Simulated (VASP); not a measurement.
# ScAs2 (I-4m2) in VASP: a series of runs

ScAs2 is run at these levels: PBE; tasks: relaxation of cell and atoms, single point.

All numbers are computed with VASP 6.6.1; they aren't measurements. Logs are shortened: lines on timing, memory, paths and dates and some standing lists are left out, and cuts for length are marked.

### 1 The cell of the first run

The structure is tetragonal, space group I-4m2 (No. 119). Conventional cell: a = 5.183 Å, b = 5.183 Å, c = 5.547 Å, α = 90.00°, β = 90.00°, γ = 90.00°. Sc (site symmetry -4m2) has 4 As at 2.59 Å within 3.4 Å. Within 3.4 Å of As (site symmetry 2mm) lie 2 Sc at 2.59 Å and 2 As at 2.61 to 2.94 Å.

### 2 Relaxation of cell and atoms, PBE

The input, INCAR:

```
  PREC = Accurate
  ENCUT = 600
  EDIFF = 1E-6
  ISMEAR = 0
  SIGMA = 0.1
  LREAL = False
  LASPH = True
  NELM = 80
  ALGO = Normal
  ISIF = 3
  LWAVE = False
  LCHARG = False
  GGA = PE
  IBRION = 2
  NSW = 90
  EDIFFG = -0.04
```

The input, KPOINTS:

```
Automatic mesh
0
Gamma
  6 6 6
```

The input, POSCAR:

```
ScAs2
1.0
   -2.5915582800      2.5915582800      2.7734987400
    2.5915582800     -2.5915582800      2.7734987400
    2.5915582800      2.5915582800     -2.7734987400
Sc As
1 2
Direct
    0.0000000000      0.0000000000      0.0000000000
    0.0150622500      0.5150622500      0.5000000000
    0.4849377500      0.9849377500      0.5000000000
```

Potentials or basis: VASP PAW PBE potentials, release 64 (Sc_sv, As).

Command:

```
> cat potpaw_PBE.64/Sc_sv/POTCAR potpaw_PBE.64/As/POTCAR > POTCAR
> mpirun -np 1 vasp_std > vasp.out
```

OUTCAR:

```text
PREC = Accurate
   ENCUT = 600
   EDIFF = 1E-6
   ISMEAR = 0
   LREAL = False
   LASPH = True
   NELM = 80
   ISIF = 3
   GGA = PE
   IBRION = 2
   NSW = 90
   EDIFFG = -0.04

 ion  position               nearest neighbor table
   1  0.000  0.000  0.000-   2 2.59   3 2.59   2 2.59   3 2.59
   2  0.015  0.515  0.500-   1 2.59   1 2.59   3 2.61
   3  0.485  0.985  0.500-   1 2.59   1 2.59   2 2.61

  LATTYP: Found a body centered tetragonal cell.
 ALAT       =     5.1831165600
 C/A-ratio  =     1.0702050428

  Lattice vectors:

 A1 = (  -2.5915582800,   2.5915582800,   2.7734987400)
 A2 = (   2.5915582800,  -2.5915582800,   2.7734987400)
 A3 = (   2.5915582800,   2.5915582800,  -2.7734987400)

Analysis of symmetry for initial positions (statically):
=====================================================================
 Subroutine PRICEL returns:
 Original cell was already a primitive cell.

 Routine SETGRP: Setting up the symmetry group for a
 body centered tetragonal supercell.

 Subroutine GETGRP returns: Found  8 space group operations
 (whereof  8 operations were pure point group operations)
 out of a pool of 16 trial point group operations.

The static configuration has the point symmetry D_2d.

Analysis of symmetry for dynamics (positions and initial velocities):
=====================================================================
 Subroutine PRICEL returns:
 Original cell was already a primitive cell.

 Routine SETGRP: Setting up the symmetry group for a
 body centered tetragonal supercell.

 Subroutine GETGRP returns: Found  8 space group operations
 (whereof  8 operations were pure point group operations)
 out of a pool of 16 trial point group operations.

The dynamic configuration has the point symmetry D_2d.

 Subroutine INISYM returns: Found  8 space group operations
 (whereof  8 operations are pure point group operations),
 and found     1 'primitive' translations

----------------------------------------------------------------------------------------

                                     Primitive cell

  volume of cell :      74.5092

  direct lattice vectors                    reciprocal lattice vectors
    -2.591558280  2.591558280  2.773498740     0.000000000  0.192934114  0.180277709
     2.591558280 -2.591558280  2.773498740     0.192934114  0.000000000  0.180277709
     2.591558280  2.591558280 -2.773498740     0.192934114  0.192934114  0.000000000

  length of vectors
     4.596155339  4.596155339  4.596155339     0.264052314  0.264052314  0.272850040

  position of ions in fractional coordinates (direct lattice)
     0.000000000  0.000000000  0.000000000
     0.015062250  0.515062250  0.500000000
     0.484937750  0.984937750  0.500000000

  ion indices of the primitive-cell ions
   primitive index   ion index
                 1           1
                 2           2
                 3           3

----------------------------------------------------------------------------------------

 KPOINTS: Automatic mesh

Automatic generation of k-mesh.
 Grid dimensions read from file:
 generate k-points for:    6    6    6

 Generating k-lattice:

  Cartesian coordinates                     Fractional coordinates (reciprocal lattice)
     0.000000000  0.032155686  0.030046285     0.166666667  0.000000000  0.000000000
     0.032155686  0.000000000  0.030046285     0.000000000  0.166666667  0.000000000
     0.032155686  0.032155686  0.000000000     0.000000000  0.000000000  0.166666667

  Length of vectors
     0.044008719  0.044008719  0.045475007

  Shift w.r.t. Gamma in fractional coordinates (k-lattice)
     0.000000000  0.000000000  0.000000000

 Subroutine IBZKPT returns following result:
 ===========================================

 Found     30 irreducible k-points:

 Following reciprocal coordinates:
            Coordinates               Weight
  0.000000  0.000000  0.000000      1.000000
  0.166667  0.000000  0.000000      8.000000
  0.333333 -0.000000  0.000000      8.000000
  0.500000  0.000000 -0.000000      4.000000
  0.166667  0.166667 -0.000000      8.000000
  0.333333  0.166667 -0.000000     16.000000
[... 16 lines left out ...]
 -0.333333 -0.333333  0.166667      8.000000
 -0.166667 -0.333333  0.166667      8.000000
 [... further k-points ...]
   k-points           NKPTS =     30   k-points in BZ     NKDIM =     30   number of bands    NBANDS=     14
   number of dos      NEDOS =    301   number of ions     NIONS =      3
   total plane-waves  NPLWV =  64000
   dimension x,y,z NGX =    40 NGY =   40 NGZ =   40
   dimension x,y,z NGXF=    80 NGYF=   80 NGZF=   80
   ions per type =               1   2
   NGX,Y,Z   is equivalent  to a cutoff of  14.47, 14.47, 14.47 a.u.
   NGXF,Y,Z  is equivalent  to a cutoff of  28.94, 28.94, 28.94 a.u.
 SYSTEM =  unknown system
   PREC   = accura    normal or accurate (medium, high low for compatibility)
   ISTART =      0    job   : 0-new  1-cont  2-samecut
   ICHARG =      2    charge: 1-file 2-atom 10-const
   ISPIN  =      1    spin polarized calculation?
   LNONCOLLINEAR =      F non collinear calculations
   LSORBIT =      F    spin-orbit coupling
   LASPH  =      T    aspherical Exc in radial PAW
   ENCUT  =  600.0 eV  44.10 Ry    6.64 a.u.   9.18  9.18  9.18*2*pi/ulx,y,z
   NELM   =     80;   NELMIN=  2; NELMDL= -5     # of ELM steps
   EDIFF  = 0.1E-05   stopping-criterion for ELM
   LREAL  =      F    real-space projection
   EDIFFG = -.4E-01   stopping-criterion for IOM
   NSW    =     90    number of steps for IOM
   IBRION =      2    ionic relax: 0-MD 1-quasi-New 2-CG
   NFREE  =      1    steps in history (QN), initial steepest desc. (CG)
   ISIF   =      3    stress and relaxation
   ISYM   =      2    0-nonsym 1-usesym 2-fastsym
   POTIM  = 0.5000    time-step for ionic-motion
   TEBEG  =    0.0;   TEEND  =   0.0 temperature during run
   PSTRESS=    0.0 pullay stress
   NELECT =      21.0000    total number of electrons
   NUPDOWN=      -1.0000    fix difference up-down
   EMIN   =  10.00;   EMAX   =-10.00  energy-range for DOS
   EFERMI =   0.00;   METHOD = LEGACY
   ISMEAR =     0;   SIGMA  =   0.10  broadening in eV -4-tet -1-fermi 0-gaus
   EFERMI_NEDOS =   21; number of points for ismear=-14 and -15
   IALGO  =     38    algorithm
   IMIX   =      4    mixing-type and parameters
     AMIX     =   0.40;   BMIX     =  1.00
     AMIX_MAG =   1.60;   BMIX_MAG =  1.00
  volume/ion in A,a.u.               =      24.84       167.60
  Fermi-wavevector in a.u.,A,eV,Ry     =   1.073358  2.028353 15.675238  1.152098
  Thomas-Fermi vector in A             =   2.209155
   LORBIT       =      0    0 simple, 1 ext, 2 COOP (PROOUT), +10 PAW based schemes
   GGA     = PE    functional components
   LHFCALC =     F    Hartree Fock is set to
   AEXX    =    0.0000 exact exchange contribution
   IVDW    =     0    specifies the selected vdW correction
   LEPSILON=     F    determine dielectric tensor
   LRPA    =     F    only Hartree local field effects (RPA)
 conjugate gradient relaxation of ions
 non-spin polarized calculation
 Gauss-broadening in eV      SIGMA  =   0.10
  energy-cutoff  :      600.00
  volume of cell :       74.51
 maximum number of plane-waves:      2507
 NGX is ok and might be reduce to    40
   NGX = 19   NGY = 19   NGZ = 19

--------------------------------------- Ionic step        1  -------------------------------------------

 number of electron      20.9999998 magnetization

 Free energy of the ion-electron system (eV)
  ---------------------------------------------------
  ext. energy  EPLUGINS =         0.00000000
  ---------------------------------------------------
  free energy    TOTEN  =       -16.41760039 eV

  energy without entropy =      -16.41388402  energy(sigma->0) =      -16.41574221

------------------------ aborting loop because EDIFF is reached ----------------------------------------

  FORCE on cell =-STRESS in cart. coord.  units (eV):
  Direction    XX          YY          ZZ          XY          YZ          ZX
  --------------------------------------------------------------------------------------
  -------------------------------------------------------------------------------------
  Total        2.4251679      2.4251679     -2.5126769      0.0000000      0.0000000      0.0000000
  in kB       52.1485773     52.1485773    -54.0302914      0.0000000      0.0000000      0.0000000
  external PRESSURE =      16.7556211 kB  Pullay stress =       0.0000000 kB

 VOLUME and BASIS-vectors are now :
 -----------------------------------------------------------------------------
  energy-cutoff  :      600.00
  volume of cell :       74.51
      direct lattice vectors                 reciprocal lattice vectors
    -2.591558280  2.591558280  2.773498740     0.000000000  0.192934114  0.180277709
     2.591558280 -2.591558280  2.773498740     0.192934114  0.000000000  0.180277709
     2.591558280  2.591558280 -2.773498740     0.192934114  0.192934114  0.000000000
[... 223 lines left out ...]
 POSITION                                       TOTAL-FORCE (eV/Angst)
 -----------------------------------------------------------------------------------
      0.00000     -0.00000      0.00000        -0.000000      0.000000     -0.000000
      2.65644      0.00000      0.08911         0.000000     -0.000000     -0.049440
      2.65644      0.00000      2.57360         0.000000     -0.000000      0.049440
 -----------------------------------------------------------------------------------
    total drift:                                0.000000     -0.000000     -0.000000

  FREE ENERGIE OF THE ION-ELECTRON SYSTEM (eV)
  ---------------------------------------------------
  free  energy   TOTEN  =       -16.5327800712 eV

  energy  without entropy=      -16.5279244733  energy(sigma->0) =      -16.53035227

--------------------------------------- Ionic step        8  -------------------------------------------

 number of electron      21.0000002 magnetization

 Free energy of the ion-electron system (eV)
  ---------------------------------------------------
  ext. energy  EPLUGINS =         0.00000000
  ---------------------------------------------------
  free energy    TOTEN  =       -16.53322082 eV

  energy without entropy =      -16.52834585  energy(sigma->0) =      -16.53078334

 E-fermi :   3.8494     XC(G=0):  -9.3583

 val. band max:        3.8381051282   @ k =   0.5000   0.5000   0.3333
 cond. band min:       3.9220731619   @ k =   0.1667   0.1667   0.1667
 fundamental gap:      0.0839680337
 Fermi energy:         3.8494364450

 k-point     1 :       0.0000    0.0000    0.0000
  band No.  band energies     occupation
      1     -46.5281      2.00000
      2     -25.3115      2.00000
      3     -25.0785      2.00000
      4     -25.0785      2.00000
      5      -8.8786      2.00000
      6      -4.1843      2.00000
      7      -0.3582      2.00000
      8       2.5306      2.00000
      9       2.5306      2.00000
     10       3.4740      2.00000
     11       3.4740      2.00000
     12       4.0569      0.00335
     13       4.1812      0.00000
     14       4.1812      0.00000

 k-point     2 :       0.1667    0.0000    0.0000
  band No.  band energies     occupation
      1     -46.5280      2.00000
      2     -25.3122      2.00000
      3     -25.0796      2.00000
      4     -25.0791      2.00000
      5      -8.6679      2.00000
      6      -4.7388      2.00000
      7       0.3056      2.00000
      8       1.9103      2.00000
      9       2.1620      2.00000
     10       2.7755      2.00000
[... 362 lines left out ...]
 k-point    24 :      -0.1667   -0.3333    0.1667
  band No.  band energies     occupation
      1     -46.5278      2.00000
      2     -25.3146      2.00000
      3     -25.0817      2.00000
      4     -25.0812      2.00000
      5      -7.7474      2.00000
      6      -6.4273      2.00000
      7       0.8673      2.00000
      8       1.0619      2.00000
      9       2.9041      2.00000
     10       3.1573      2.00000
     11       3.2229      2.00000
     12       4.4007      0.00000
     13       4.9284      0.00000
     14       5.5593      0.00000

 [... further k-points ...]

------------------------ aborting loop because EDIFF is reached ----------------------------------------

  FORCE on cell =-STRESS in cart. coord.  units (eV):
  Direction    XX          YY          ZZ          XY          YZ          ZX
  --------------------------------------------------------------------------------------
  -------------------------------------------------------------------------------------
  Total        0.0777777      0.0777777     -0.0418472      0.0000000      0.0000000      0.0000000
  in kB        1.6632802      1.6632802     -0.8949054      0.0000000      0.0000000      0.0000000
  external PRESSURE =       0.8105517 kB  Pullay stress =       0.0000000 kB

 VOLUME and BASIS-vectors are now :
 -----------------------------------------------------------------------------
  energy-cutoff  :      600.00
  volume of cell :       74.92
      direct lattice vectors                 reciprocal lattice vectors
    -2.654666264  2.654666264  2.657788712     0.000000000  0.188347593  0.188126316
     2.654666264 -2.654666264  2.657788712     0.188347593  0.000000000  0.188126316
     2.654666264  2.654666264 -2.657788712     0.188347593  0.188347593  0.000000000

 POSITION                                       TOTAL-FORCE (eV/Angst)
 -----------------------------------------------------------------------------------
      0.00000     -0.00000      0.00000         0.000000     -0.000000      0.000000
      2.65467      0.00000      0.08072        -0.000000      0.000000     -0.005357
      2.65467      0.00000      2.57707        -0.000000      0.000000      0.005357
 -----------------------------------------------------------------------------------
    total drift:                               -0.000000      0.000000      0.000000

  FREE ENERGIE OF THE ION-ELECTRON SYSTEM (eV)
  ---------------------------------------------------
  free  energy   TOTEN  =       -16.5332208203 eV

  energy  without entropy=      -16.5283458520  energy(sigma->0) =      -16.53078334

 reached required accuracy - stopping structural energy minimisation
```

Run time: 2.4 min. Hardware: 1 thread of Intel Xeon Platinum 8488C (Sapphire Rapids), shared host; peak memory 0.27 GiB.

Results:

```yaml
Free_energy: -16.5332 eV
Relaxed_volume: 24.97 Å³/atom
Relaxed_cell: a = 4.600 Å, b = 4.600 Å, c = 4.600 Å, α = 109.50°, β = 109.50°, γ = 109.41°
Space_group_after_relaxing_to_0.05_Å: I-4m2 (No. 119)
Energy_gained_by_relaxing: 38.5 meV/atom
Ionic_steps: 8
Pressure_after_relaxing: 0.1 GPa
Largest_force_after_relaxing: 0.005 eV/Å
```

Forces on the atoms (eV/Å):
```
Sc   0.000  0.000  0.000
As   0.000  0.000 -0.005
As   0.000  0.000  0.005
```

Step by step:
```tsv
step	energy change (eV)	largest force (eV/Å)	pressure (GPa)	volume (Å³)
1	0.0000	0.2947	1.68	74.51
2	-0.0987	0.0795	-1.64	77.18
3	-0.1099	0.0347	-1.07	76.54
4	-0.1099	0.0412	-1.01	76.50
5	-0.1145	0.0969	0.25	74.92
6	-0.1148	0.0664	-0.02	75.24
7	-0.1152	0.0494	0.00	75.16
8	-0.1156	0.0054	0.08	74.92
```

Final structure:
```
Sc As
1.0
    -2.65467    2.65467    2.65779
     2.65467   -2.65467    2.65779
     2.65467    2.65467   -2.65779
Sc As
1 2
Cartesian
  0.0000 0.0000 0.0000
  2.6547 0.0000 0.0807
  2.6547 0.0000 2.5771
```

(Part 1 of 2 ends here.)
